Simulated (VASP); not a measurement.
A run of VASP 6.6.1 is set up as follows.

File INCAR:

```
  ALGO = Normal
  DIPOL = 0.5 0.5 0.500
  EDIFF = 1E-6
  ENCUT = 520
  GGA = PE
  IDIPOL = 3
  ISIF = 2
  ISMEAR = 0
  IVDW = 12
  LASPH = True
  LCHARG = False
  LDIPOL = True
  LREAL = False
  LWAVE = False
  NBANDS = 11
  NELM = 60
  PREC = Accurate
  SIGMA = 0.1
```

File KPOINTS:

```
k-points
0
Gamma
  21 21 1
```

POSCAR

```
C
1.0
    2.2810000000      0.0000000000      0.0000000000
   -1.1405000000      1.9754039460      0.0000000000
    0.0000000000      0.0000000000     26.0024170307
C
2
Direct
    0.6666666667      0.3333333333      0.5137294929
    0.3333333333      0.6666666667      0.4862705071
```

Potentials or basis: VASP PAW PBE potentials, release 64 (C).

Launch:

```bash
$ cat potpaw_PBE.64/C/POTCAR > POTCAR
$ mpirun -np 1 vasp_std > vasp.out
```

Predict the band gap on the k mesh.

zero (band 4 reaches -2.09 eV, above the bottom of band 5 at -3.87 eV).

What does it give for the largest force?

9.038 eV/Å.

Forces on the atoms (eV/Å):
```
C    0.000  0.000 -9.038
C    0.000  0.000  9.038
```
